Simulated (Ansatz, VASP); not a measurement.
# AgCl: VASP beside Ansatz

```
Ag Cl
1.0
    -2.39525    2.39525    1.30754
     2.39525   -2.39525    1.30754
     2.39525    2.39525   -1.30754
Ag Cl
1 1
Direct
  0.00000 0.00000 0.00000
  0.25000 0.75000 0.50000
```

Alike in both runs: task relaxation of cell and atoms; functional PBE; k mesh 8 × 8 × 8; occupations gaussian, width 0.1 eV; no spin polarisation.

```csv
,VASP,Ansatz
version,VASP 6.6.1,Ansatz 0.2.0
potentials or method,"VASP PAW PBE potentials, release 64 (Ag_sv_GW, Cl), cutoff 630 eV","scalar-relativistic, plane waves, PAW"
valence electrons in the cell,26,26
```

```csv
,VASP,Ansatz,Ansatz less VASP
"gap on the k mesh at the Fermi level, each at its own relaxed structure (eV)",0.94,1.23,+0.283
relaxed volume (Å³/atom),22.17,27.43,+5.255
relaxed length of the cell vector where the two differ most in proportion (Å),3.944,4.187,+0.2432
```

One of these differences is far larger than is usual between the two programs; its cause wasn't traced.

Noted on VASP's run: the volume moved by over 15 % at a fixed basis, so the end points are rough.
